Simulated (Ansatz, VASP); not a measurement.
**MnS: VASP beside Ansatz**

```
CELL_PARAMETERS angstrom
0.00000 2.78551 2.78551
2.78551 0.00000 2.78551
2.78551 2.78551 0.00000
ATOMIC_POSITIONS crystal
Mn 0.00000 0.00000 0.00000
S 0.25000 0.25000 0.25000
```

Alike in both runs: task single point; functional PBEsol; k mesh 14 × 14 × 14; occupations gaussian, width 0.1 eV; collinear spin.

|  | VASP | Ansatz |
| --- | --- | --- |
| version | VASP 6.6.1 | Ansatz 0.2.0 |
| potentials or method | VASP PAW PBE potentials, release 64 (Mn_pv, S), cutoff 520 eV | scalar-relativistic, plane waves, PAW |
| valence electrons in the cell | 19 | 21 |

Ansatz gave:

```
gap on the k mesh at the Fermi level (eV)                     : none
pressure (GPa)                                                : -1.7
net moment per atom (μB)                                      : 2.42
size of the moment on the site where the two differ most (μB) : 4.09
```

Task: Estimate VASP's values.

Result: gap on the k mesh at the Fermi level (eV): none; pressure (GPa): -1.6; net moment per atom (μB): 2.42; size of the moment on the site where the two differ most (μB): 4.27.

VASP's potentials were made for PBE, not for PBEsol. Site moments also hang on the region over which each program counts them. A gap of «none» marks a metal or a gap that the smearing closes. VASP's potentials hold 19 valence electrons a cell and Ansatz's 21, so a difference there can come from the potentials and not from the codes.
